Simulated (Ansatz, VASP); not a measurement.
## BaS in VASP and in Ansatz

```
Ba S
1.0
     4.53357    0.00000    0.00000
    -2.26679    3.92619    0.00000
     0.00000    0.00000    7.95718
Ba S
2 2
Direct
  0.00000 0.00000 0.00000
  0.00000 0.00000 0.50000
  0.33333 0.66667 0.25000
  0.66667 0.33333 0.75000
```

Alike in both runs: task single point; functional PBE; k mesh 6 × 6 × 4; no spin polarisation.

|  | VASP | Ansatz |
| --- | --- | --- |
| version | VASP 6.6.1 | Ansatz 0.2.0 |
| potentials or method | VASP PAW PBE potentials, release 64 (Ba_sv, S) | plane waves, PAW |
| plane-wave cutoff (eV) | 520 | 420 |
| occupations | gaussian, width 0.01 eV | fixed |
| valence electrons in the cell | 32 | 32 |

VASP gave:

```
gap on the k mesh at the Fermi level (eV)                     : 2.35
pressure (GPa)                                                : -1.6
traceless stress, the component that is largest in VASP (GPa) : -0.08
```

**Question.** Which values does Ansatz return?

**Answer.** gap on the k mesh at the Fermi level (eV): 2.44; pressure (GPa): -2.1; traceless stress, the component that is largest in VASP (GPa): -0.15.

Spin-orbit coupling is off throughout.
